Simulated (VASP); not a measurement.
# PbSe in VASP: a series of runs, part 2 of 3

VASP 6.6.1. Earlier steps stand in the parts before.

## (4) Electric field gradients, PBEsol (equal xx and yy strain of +1 %)

Input file INCAR:

```
PREC = Accurate
ENCUT = 520
EDIFF = 1E-8
ISMEAR = -1
SIGMA = 0.01
LREAL = False
LASPH = True
NELM = 80
ALGO = Normal
ISIF = 2
LWAVE = False
LCHARG = False
GGA = PS
LEFG = True
NBANDS = 17
```

Input file KPOINTS:

```
Automatic mesh
0
Gamma
  9 9 9
```

Input file POSCAR:

```
PbSe
1.0
    0.0000000000      3.0927715000      3.0621500000
    3.0927715000      0.0000000000      3.0621500000
    3.0927715000      3.0927715000      0.0000000000
Pb Se
1 1
Direct
    0.0000000000      0.0000000000      0.0000000000
    0.5000000000      0.5000000000      0.5000000000
```

Potentials or basis: VASP PAW PBE potentials, release 64 (Pb_d, Se).

Started as:

```sh
cat potpaw_PBE.64/Pb_d/POTCAR potpaw_PBE.64/Se/POTCAR > POTCAR
mpirun -np 1 vasp_std > vasp.out
```

OUTCAR:

```text
PREC = Accurate
   ENCUT = 520
   EDIFF = 1E-8
   ISMEAR = -1
   LREAL = False
   LASPH = True
   NELM = 80
   ISIF = 2
   GGA = PS

 ion  position               nearest neighbor table
   1  0.000  0.000  0.000-   2 3.06   2 3.06   2 3.09   2 3.09   2 3.09   2 3.09
   2  0.500  0.500  0.500-   1 3.06   1 3.06   1 3.09   1 3.09   1 3.09   1 3.09

  LATTYP: Found a body centered tetragonal cell.
 ALAT       =     4.3738394006
 C/A-ratio  =     1.4002114479

  Lattice vectors:

 A1 = (   0.0000000000,  -3.0927715000,  -3.0621500000)
 A2 = (   0.0000000000,   3.0927715000,  -3.0621500000)
 A3 = (   3.0927715000,   0.0000000000,   3.0621500000)

Analysis of symmetry for initial positions (statically):
=====================================================================
 Subroutine PRICEL returns:
 Original cell was already a primitive cell.

 Routine SETGRP: Setting up the symmetry group for a
 body centered tetragonal supercell.

 Subroutine GETGRP returns: Found 16 space group operations
 (whereof 16 operations were pure point group operations)
 out of a pool of 16 trial point group operations.

The static configuration has the point symmetry D_4h.

Analysis of symmetry for dynamics (positions and initial velocities):
=====================================================================
 Subroutine PRICEL returns:
 Original cell was already a primitive cell.

 Routine SETGRP: Setting up the symmetry group for a
 body centered tetragonal supercell.

 Subroutine GETGRP returns: Found 16 space group operations
 (whereof 16 operations were pure point group operations)
 out of a pool of 16 trial point group operations.

[... 159 lines left out ...]
      4     -12.0617      2.00000
      5     -12.0573      2.00000
      6      -8.7791      2.00000
[... 457 lines left out ...]
      4     -12.0201      2.00000
      5     -12.0201      2.00000
      6      -7.4332      2.00000
[... 9 lines left out ...]
     16      15.8697      0.00000
     17      17.1752      0.00000

 [... further k-points ...]

------------------------ aborting loop because EDIFF is reached ----------------------------------------

  FORCE on cell =-STRESS in cart. coord.  units (eV):
  Direction    XX          YY          ZZ          XY          YZ          ZX
  --------------------------------------------------------------------------------------
  -------------------------------------------------------------------------------------
  Total       -0.6979299     -0.6979299     -0.2916817      0.0000000      0.0000000      0.0000000
  in kB      -19.0884324    -19.0884324     -7.9775158      0.0000000      0.0000000      0.0000000
  external PRESSURE =     -15.3847935 kB  Pullay stress =       0.0000000 kB

 VOLUME and BASIS-vectors are now :
 -----------------------------------------------------------------------------
  energy-cutoff  :      520.00
  volume of cell :       58.58
      direct lattice vectors                 reciprocal lattice vectors
     0.000000000  3.092771500  3.062150000    -0.161667294  0.161667294  0.163283967
     3.092771500  0.000000000  3.062150000     0.161667294 -0.161667294  0.163283967
     3.092771500  3.092771500  0.000000000     0.161667294  0.161667294 -0.163283967

 POSITION                                       TOTAL-FORCE (eV/Angst)
 -----------------------------------------------------------------------------------
      0.00000      0.00000      0.00000         0.000000     -0.000000      0.000000
      3.09277      3.09277      3.06215         0.000000      0.000000     -0.000000
 -----------------------------------------------------------------------------------
    total drift:                                0.000000     -0.000000     -0.000000

  FREE ENERGIE OF THE ION-ELECTRON SYSTEM (eV)
  ---------------------------------------------------
  free  energy   TOTEN  =        -8.9079992537 eV

  energy  without entropy=       -8.9079992537  energy(sigma->0) =       -8.90799925

 Electric field gradients (V/A^2)
---------------------------------------------------------------------
 ion       V_xx      V_yy      V_zz      V_xy      V_xz      V_yz
---------------------------------------------------------------------
   1      15.114    15.114   -30.227    -0.000     0.000     0.000
   2       1.187     1.187    -2.374     0.000     0.000     0.000
---------------------------------------------------------------------

 Electric field gradients after diagonalization (V/A^2)
 (convention: |V_zz| > |V_xx| > |V_yy|)
----------------------------------------------------------------------
 ion       V_xx      V_yy      V_zz     asymmetry (V_yy - V_xx)/ V_zz
----------------------------------------------------------------------
   1      15.114    15.113   -30.227       0.000
   2       1.187     1.187    -2.374       0.000
----------------------------------------------------------------------

           NMR quadrupolar parameters

 Cq : quadrupolar parameter    Cq=e*Q*V_zz/h
 eta: asymmetry parameters     (V_yy - V_xx)/ V_zz
 Q  : nuclear electric quadrupole moment in mb (millibarn)
----------------------------------------------------------------------
 ion       Cq(MHz)       eta       Q (mb)
----------------------------------------------------------------------
   1      -0.073       0.000       1.000
   2      -0.006       0.000       1.000
----------------------------------------------------------------------
```

Run time: 54 s. Hardware: 1 thread of Intel Xeon 6975P-C, shared host; peak memory 0.23 GiB.

What came out:

```yaml
Free_energy: -8.9080 eV
Pressure: -1.5 GPa
Band_gap_on_the_k_mesh: 0.67 eV, direct
```

Stress tensor (GPa, compression positive):
```
-1.91  0.00  0.00
 0.00 -1.91  0.00
 0.00  0.00 -0.80
```

Electric field gradients, principal values (V/Å²):
```csv
atom,least,middle,greatest (by size)
1 Pb,15.113,15.114,-30.227
2 Se,1.187,1.187,-2.374
```

Caveat: the cell differs from its parent crystal (equal xx and yy strain of +1 %); without QUAD_EFG the Cq values of the log hold for a quadrupole moment of 1 mb, not for the nuclei; the PAW data sets were made with another functional, which shifts forces and pressure a little; spin-orbit coupling is left out, which moves the levels of the heavy elements. A k mesh can miss the band edges.

## (5) Electric field gradients, PBEsol (zz strain of +3 %)

INCAR: that of step 4 with these lines changed.

```diff
@@ -7,3 +7,3 @@
 LASPH = True
-NELM = 80
+NELM = 100
 ALGO = Normal
```

KPOINTS is that of step 4.

Input file POSCAR:

```
PbSe
1.0
    0.0000000000      3.0621500000      3.1540145000
    3.0621500000      0.0000000000      3.1540145000
    3.0621500000      3.0621500000      0.0000000000
Pb Se
1 1
Direct
    0.0000000000      0.0000000000      0.0000000000
    0.5000000000      0.5000000000      0.5000000000
```

Potentials or basis: VASP PAW PBE potentials, release 64 (Pb_d, Se).

Started as:

```sh
cat potpaw_PBE.64/Pb_d/POTCAR potpaw_PBE.64/Se/POTCAR > POTCAR
mpirun -np 1 vasp_std > vasp.out
```

OUTCAR:

```text
PREC = Accurate
   ENCUT = 520
   EDIFF = 1E-8
   ISMEAR = -1
   LREAL = False
   LASPH = True
   NELM = 100
   ISIF = 2
   GGA = PS

 ion  position               nearest neighbor table
   1  0.000  0.000  0.000-   2 3.06   2 3.06   2 3.06   2 3.06   2 3.15   2 3.15
   2  0.500  0.500  0.500-   1 3.06   1 3.06   1 3.06   1 3.06   1 3.15   1 3.15

  LATTYP: Found a body centered tetragonal cell.
 ALAT       =     4.3305340600
 C/A-ratio  =     1.4566399692

  Lattice vectors:

 A1 = (  -3.0621500000,   0.0000000000,   3.1540145000)
 A2 = (   3.0621500000,   0.0000000000,   3.1540145000)
 A3 = (   0.0000000000,   3.0621500000,  -3.1540145000)

Analysis of symmetry for initial positions (statically):
=====================================================================
 Subroutine PRICEL returns:
 Original cell was already a primitive cell.

 Routine SETGRP: Setting up the symmetry group for a
 body centered tetragonal supercell.

 Subroutine GETGRP returns: Found 16 space group operations
 (whereof 16 operations were pure point group operations)
 out of a pool of 16 trial point group operations.

The static configuration has the point symmetry D_4h.

Analysis of symmetry for dynamics (positions and initial velocities):
=====================================================================
 Subroutine PRICEL returns:
 Original cell was already a primitive cell.

 Routine SETGRP: Setting up the symmetry group for a
 body centered tetragonal supercell.

 Subroutine GETGRP returns: Found 16 space group operations
 (whereof 16 operations were pure point group operations)
[... 160 lines left out ...]
      2     -12.1667      2.00000
      3     -12.1667      2.00000
      4     -12.1582      2.00000
      5     -12.1523      2.00000
      6      -8.8189      2.00000
[... 457 lines left out ...]
      4     -12.1300      2.00000
      5     -12.1300      2.00000
      6      -7.6230      2.00000
[... 9 lines left out ...]
     16      15.8543      0.00000
     17      17.0633      0.00000

 [... further k-points ...]

------------------------ aborting loop because EDIFF is reached ----------------------------------------

  FORCE on cell =-STRESS in cart. coord.  units (eV):
  Direction    XX          YY          ZZ          XY          YZ          ZX
  --------------------------------------------------------------------------------------
  -------------------------------------------------------------------------------------
  Total       -0.3343977     -0.3343977     -1.4081496      0.0000000      0.0000000      0.0000000
  in kB       -9.0578950     -9.0578950    -38.1428170      0.0000000      0.0000000      0.0000000
  external PRESSURE =     -18.7528690 kB  Pullay stress =       0.0000000 kB

 VOLUME and BASIS-vectors are now :
 -----------------------------------------------------------------------------
  energy-cutoff  :      520.00
  volume of cell :       59.15
      direct lattice vectors                 reciprocal lattice vectors
     0.000000000  3.062150000  3.154014500    -0.163283967  0.163283967  0.158528123
     3.062150000  0.000000000  3.154014500     0.163283967 -0.163283967  0.158528123
     3.062150000  3.062150000  0.000000000     0.163283967  0.163283967 -0.158528123

 POSITION                                       TOTAL-FORCE (eV/Angst)
 -----------------------------------------------------------------------------------
      0.00000      0.00000      0.00000        -0.000000      0.000000     -0.000000
      3.06215      3.06215      3.15401         0.000000     -0.000000      0.000000
 -----------------------------------------------------------------------------------
    total drift:                                0.000000      0.000000      0.000000

  FREE ENERGIE OF THE ION-ELECTRON SYSTEM (eV)
  ---------------------------------------------------
  free  energy   TOTEN  =        -8.8924241997 eV

  energy  without entropy=       -8.8924241997  energy(sigma->0) =       -8.89242420

 Electric field gradients (V/A^2)
---------------------------------------------------------------------
 ion       V_xx      V_yy      V_zz      V_xy      V_xz      V_yz
---------------------------------------------------------------------
   1     -43.389   -43.389    86.779     0.001     0.000     0.000
   2      -3.030    -3.030     6.059     0.000     0.000     0.000
---------------------------------------------------------------------

 Electric field gradients after diagonalization (V/A^2)
 (convention: |V_zz| > |V_xx| > |V_yy|)
----------------------------------------------------------------------
 ion       V_xx      V_yy      V_zz     asymmetry (V_yy - V_xx)/ V_zz
----------------------------------------------------------------------
   1     -43.390   -43.389    86.779       0.000
   2      -3.030    -3.029     6.059       0.000
----------------------------------------------------------------------

           NMR quadrupolar parameters

 Cq : quadrupolar parameter    Cq=e*Q*V_zz/h
 eta: asymmetry parameters     (V_yy - V_xx)/ V_zz
 Q  : nuclear electric quadrupole moment in mb (millibarn)
----------------------------------------------------------------------
 ion       Cq(MHz)       eta       Q (mb)
----------------------------------------------------------------------
   1       0.210       0.000       1.000
   2       0.015       0.000       1.000
----------------------------------------------------------------------
```

Run time: 71 s. Hardware: 1 thread of Intel Xeon 6975P-C, shared host; peak memory 0.24 GiB.

Results:

```
Free energy            : -8.8924 eV
Pressure               : -1.9 GPa
Band gap on the k mesh : 0.67 eV, direct
```

Stress tensor (GPa, compression positive):
```
-0.91  0.00  0.00
 0.00 -0.91  0.00
 0.00  0.00 -3.81
```

Levels at points of the mesh, in eV from the valence-band top:
```csv
k point,band 6,band 7,band 8,band 9,band 10,band 11,band 12,band 13,band 14,band 15
"(0.00, 0.00, 0.00)",-13.17,-6.19,-1.64,-1.64,-1.39,4.37,5.01,5.01,6.58,6.76
```

Electric field gradients, principal values (V/Å²):
```tsv
atom	least	middle	greatest (by size)
1 Pb	-43.389	-43.390	86.779
2 Se	-3.029	-3.030	6.059
```

Caveat: the cell differs from its parent crystal (zz strain of +3 %); without QUAD_EFG the Cq values of the log hold for a quadrupole moment of 1 mb, not for the nuclei; the PAW data sets were made with another functional, which shifts forces and pressure a little; spin-orbit coupling is left out, which moves the levels of the heavy elements. A k mesh can miss the band edges.

(Part 2 of 3 ends here.)
